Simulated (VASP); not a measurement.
Runs of VASP 6.6.1 on SnO. The structure is that of space group P4/nmm (No. 129), or close to it. The cells are those of the table. 

| cell | gap on the mesh (eV) | pressure (GPa) | largest force (eV/Å) |
| --- | --- | --- | --- |
| a = 3.799, b = 3.799, c = 4.841 Å, 4 atoms | 0.07 | 2.9 | 0.60 |
| a = 3.989, b = 3.989, c = 4.391 Å, 4 atoms | (b) | 0.3 | 0.86 |
| a = 3.609, b = 3.609, c = 5.364 Å, 4 atoms | none | 4.9 | 0.49 |
| a = 3.735, b = 3.735, c = 5.006 Å, 4 atoms | none | 3.6 | 0.38 |
| a = 3.925, b = 3.925, c = 4.534 Å, 4 atoms | 0.50 | (a) | 0.85 |
| a = 3.862, b = 3.862, c = 4.683 Å, 4 atoms | 0.32 | 2.1 | 0.77 |
| a = 3.672, b = 3.672, c = 5.180 Å, 4 atoms | none | 4.2 | 0.01 |

Alike in all rows: task single point; level PBE+D3(BJ); potentials or basis VASP PAW PBE potentials, release 64 (Sn_d, O); no spin polarisation; k mesh 6 × 6 × 4; cutoff (eV) 520; smearing gaussian 0.02 eV.

Problem. Fill in the values left out.

Solution. (a) 1.2; (b) 0.66.

Caveats: three body term missing; spin-orbit coupling is left out, which moves the levels of the heavy elements; the cell stands under pressure (at least some runs); semilocal functionals underestimate gaps, so a narrow gap can read as zero (at least some runs).

A k mesh can miss the band edges, and the runs leave out spin-orbit coupling on Sn.

A gap of «none» marks levels without a gap at the run's occupations.
